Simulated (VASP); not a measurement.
A run of VASP 6.6.1 is set up as follows.

File INCAR:

```
ALGO     = Normal         # electronic algorithm
EDIFF    = 1E-6           # SCF threshold, eV
ENCUT    = 520            # plane-wave cutoff, eV
GGA      = PE             # functional
ISIF     = 2              # what is computed and relaxed
ISMEAR   = -1             # smearing method
LASPH    = True           # aspherical terms in the spheres
LCHARG   = True           # write CHGCAR
LELF     = True           # ELF
LREAL    = False          # projectors in reciprocal space
LVHAR    = True         
LWAVE    = False          # write WAVECAR
NBANDS   = 25             # bands
NELM     = 80             # most SCF steps
PREC     = Accurate       # precision mode
SIGMA    = 0.05           # smearing width, eV
```

KPOINTS

```
k-points
0
Gamma
  10 10 5
```

File POSCAR:

```
CuO
1.0
    2.0821479822     -2.0832791446      0.1637887268
    2.0821479822      2.0832791446      0.1637887268
   -0.4020158862      0.0000000000      5.1328729693
Cu O
2 2
Direct
    0.5000000000      0.0000000000      0.5000000000
    0.0000000000      0.5000000000      0.0000000000
    0.5000754622      0.4999245378      0.7500000000
    0.4999245378      0.5000754622      0.2500000000
```

Potentials or basis: VASP PAW PBE potentials, release 64 (Cu, O).

Command:

```sh
$ cat potpaw_PBE.64/Cu/POTCAR potpaw_PBE.64/O/POTCAR > POTCAR
$ mpirun -np 1 vasp_std > vasp.out
```

(1) Predict the band gap on the k mesh.

(2) Estimate the pressure.

Answers

(1) zero (bands 17 and 18 overlap by 0.92 eV).

(2) 0.7 GPa.

Caveat: semilocal functionals often make such compounds metallic where correlation or magnetic order opens a gap, which also shifts bond lengths.
